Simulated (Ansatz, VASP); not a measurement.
**Pd: VASP beside Ansatz**

INCAR

```
PREC = Accurate
ENCUT = 520
EDIFF = 1E-6
ISMEAR = -1
SIGMA = 0.1
LREAL = F
LASPH = T
NELM = 80
ALGO = Normal
ISIF = 2
LWAVE = F
LCHARG = F
GGA = RE
NBANDS = 22
```

The input KPOINTS:

```
regular mesh
0
Gamma
  9 9 13
```

File POSCAR:

```
Pd
1.0
    4.4740227973      0.0000000000      0.0000000000
   -2.2370113987      3.8746173995      0.0000000000
    0.0000000000      0.0000000000      2.6625913051
Pd
3
Direct
    0.0000000000      0.0000000000      1.0000000000
    0.3333333333      0.6666666667      0.5000000000
    0.6666666667      0.3333333333      0.5000000000
```

Input for Ansatz:

```yaml
crystal:
  lattice:
    - [4.4740227973, 0.0, 0.0]
    - [-2.2370113987, 3.8746173995, 0.0]
    - [0.0, 0.0, 2.6625913051]
  atoms:
    - { symbol: Pd, position: [0.0, 0.0, 1.0] }
    - { symbol: Pd, position: [0.3333333333, 0.6666666667, 0.5] }
    - { symbol: Pd, position: [0.6666666667, 0.3333333333, 0.5] }
hamiltonian:
  xc: revpbe
  pseudopotentials:
    kind: paw
    azcp:
      Pd: "pseudopotentials/Pd.paw.azcp"
basis:
  ecutwfc: 420
  fft_grid_basis: typed
kpoints:
  mp_grid: { grid: [9, 9, 13], shift: [0, 0, 0] }
magnetization:
  spin_polarized: false
scf:
  occupations: { method: fermi_dirac, width: 0.1 }
  lower_state_search: "off"
output:
  stress: true
  write_density: true
  write_potential: true
  elf: true
  volumetric_format: npy
```

Alike in both runs: task single point; functional revPBE; k mesh 9 × 9 × 13; occupations fermi-dirac, width 0.1 eV; no spin polarisation.

|  | VASP | Ansatz |
| --- | --- | --- |
| version | VASP 6.6.1 | Ansatz 0.2.0 |
| potentials or method | VASP PAW PBE potentials, release 64 (Pd), cutoff 520 eV | plane waves (420 eV) with PAW, scalar-relativistic |
| valence electrons in the cell | 30 | 54 |

|  | VASP | Ansatz | Ansatz less VASP |
| --- | --- | --- | --- |
| pressure (GPa) | 6.4 | 6.7 | +0.35 |
| traceless stress, the component that is largest in VASP (GPa) | 0.16 | 0.13 | -0.030 |

VASP's potentials were made for PBE, not for revPBE. With one functional, cell and mesh, what is left measures potentials, basis and numerics. VASP's potentials hold 30 valence electrons a cell and Ansatz's 54, so a difference there can come from the potentials and not from the codes.
